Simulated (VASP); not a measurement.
Here is a VASP 6.6.1 calculation.

File INCAR:

```
ALGO = Normal
EDIFF = 1E-7
EDIFFG = -0.01
ENCUT = 600
GGA = PS
IBRION = 2
ISIF = 3
ISMEAR = -1
LASPH = T
LCHARG = F
LREAL = F
LWAVE = F
NELM = 80
NSW = 80
PREC = Accurate
PSTRESS = 100.0
SIGMA = 0.05
```

Contents of KPOINTS:

```
k-points
0
Gamma
  7 7 7
```

POSCAR

```
BiTe
1.0
    0.0000000000      3.2350000000      3.2350000000
    3.2350000000      0.0000000000      3.2350000000
    3.2350000000      3.2350000000      0.0000000000
Bi Te
1 1
Direct
    0.0000000000      0.0000000000      0.0000000000
    0.5000000000      0.5000000000      0.5000000000
```

Potentials or basis: VASP PAW PBE potentials, release 64 (Bi_d, Te).

The run is started by

```sh
$ cat potpaw_PBE.64/Bi_d/POTCAR potpaw_PBE.64/Te/POTCAR > POTCAR
$ mpirun -np 1 vasp_std > vasp.out
```

Predict the space group after relaxing (to 0.05 Å).

Fm-3m (No. 225).

What does it give for the relaxed cell?

a = 4.324 Å, b = 4.324 Å, c = 4.324 Å, α = 60.00°, β = 60.00°, γ = 60.00°.

Estimate the relaxed volume.

28.58 Å³/atom.

Step by step:
```
step  energy change (eV)  largest force (eV/Å)  pressure (GPa)  volume (Å³)
   1              0.0000                0.0000           -1.55        67.71
   2              1.7286                0.0000           40.43        46.51
   3              0.1963                0.0000            9.27        57.61
   4              0.2166                0.0000            9.82        57.27
   5              0.2289                0.0000           10.14        57.07
   6              0.2170                0.0000            9.83        57.26
   7              0.2236                0.0000           10.01        57.15
```

Caveat: the cell is relaxed towards a set pressure, so the enthalpy falls and the energy may rise; the volume moved by over 15 % at a fixed basis, so the end points are rough; the PAW data sets were made with another functional, which shifts forces and pressure a little.
